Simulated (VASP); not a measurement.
The system is AsSe4.

```
As Se
1.0
    -3.68168    3.68168    2.26489
     3.68168   -3.68168    2.26489
     3.68168    3.68168   -2.26489
As Se
1 4
Direct
  0.00000 0.00000 0.00000
  0.79718 0.60235 0.39953
  0.20282 0.39765 0.60047
  0.60235 0.20282 0.80518
  0.39765 0.79718 0.19482
```

The cell was built from a structure type or drawn by symmetry, and may not be a known phase.

| Item | Value |
| --- | --- |
| Program | VASP 6.6.1 |
| Task | relaxation of cell and atoms |
| Functional | PBE |
| Potentials or basis | VASP PAW PBE potentials, release 64 (As, Se) |
| Cutoff | 600 eV |
| k mesh | 4 × 4 × 4 |
| Occupations | gaussian, width 0.1 eV |
| Spin | no spin polarisation |

At the start: pressure -8.7 GPa; volume 24.56 Å³/atom.

Where does the relaxation end?

Over 38 steps the energy falls by 521.4 meV/atom and the volume is 25.96 Å³/atom (+5.7 %); space group I4/m (No. 87, to 0.1 Å) before and after.

The path:
| step | energy change (eV) | largest force (eV/Å) | pressure (GPa) | volume (Å³) |
| --- | --- | --- | --- | --- |
| 1 | 0.0000 | 0.4005 | -8.69 | 122.80 |
| 2 | -0.7283 | 0.3265 | 0.81 | 100.62 |
| 3 | -0.7293 | 0.3326 | 0.34 | 101.25 |
| 4 | -0.7787 | 0.2779 | 0.52 | 101.21 |
| 5 | -0.9382 | 0.0995 | 1.31 | 100.96 |
| 6 | -1.2610 | 0.1464 | 4.61 | 99.87 |
| 7 | -0.8275 | 2.2089 | 21.93 | 95.15 |
| 8 | -1.4871 | 0.2511 | 8.03 | 98.75 |
| 9 | -1.2035 | 1.4670 | 17.18 | 96.33 |
| 10 | -1.5066 | 0.4756 | 10.46 | 98.04 |
| 11 | -1.5129 | 0.4869 | 10.49 | 98.12 |
| 12 | -1.5302 | 0.5218 | 10.60 | 98.37 |
| 13 | -1.5577 | 0.5966 | 10.90 | 98.86 |
| 14 | -1.5866 | 0.7984 | 11.64 | 99.79 |
| 15 | -1.5520 | 1.3774 | 13.44 | 101.50 |
| 16 | -1.6514 | 1.3410 | 12.29 | 103.27 |
| 17 | -1.8860 | 1.1321 | 9.36 | 108.58 |
| 18 | -1.9905 | 0.6645 | 5.48 | 119.32 |
| 19 | -2.0123 | 0.7822 | 6.20 | 116.66 |
| 20 | -2.1321 | 0.6590 | 4.85 | 117.94 |
| 21 | -2.3357 | 0.4733 | 1.40 | 121.77 |
| 22 | -2.2898 | 0.7985 | -3.54 | 129.31 |
| 23 | -2.3702 | 0.5630 | -1.11 | 125.19 |
| 24 | -2.3710 | 0.5401 | -0.87 | 124.84 |
| 25 | -2.3905 | 0.5314 | -0.66 | 124.44 |
| 26 | -2.4423 | 0.4565 | 0.04 | 123.22 |
| 27 | -2.5081 | 0.2894 | 1.52 | 120.76 |
| 28 | -2.3385 | 0.4418 | 5.57 | 115.74 |
| 29 | -2.5112 | 0.2281 | 1.94 | 120.09 |
| 30 | -2.5355 | 0.1720 | 1.29 | 121.55 |
| 31 | -2.5462 | 0.1614 | 0.60 | 123.27 |
| 32 | -2.5596 | 0.1762 | 0.29 | 124.30 |
| 33 | -2.5811 | 0.2351 | -0.58 | 127.43 |
| 34 | -2.5821 | 0.2478 | -0.77 | 128.18 |
| 35 | -2.5936 | 0.1643 | -0.21 | 127.78 |
| 36 | -2.5975 | 0.0911 | 0.37 | 127.38 |
| 37 | -2.6020 | 0.0695 | 0.25 | 128.05 |
| 38 | -2.6068 | 0.0210 | -0.04 | 129.80 |

Final structure:
```
As Se
1.0
    -4.32063    4.32063    1.73827
     4.32063   -4.32063    1.73827
     4.32063    4.32063   -1.73827
As Se
1 4
Direct
  0.00000 0.00000 0.00000
  0.72367 0.64244 0.36611
  0.27633 0.35756 0.63389
  0.64244 0.27633 0.91877
  0.35756 0.72367 0.08123
```

Caveat: the k points lie up to 0.49 Å⁻¹ apart in the final cell, too coarse for converged energies and pressures of a metal.
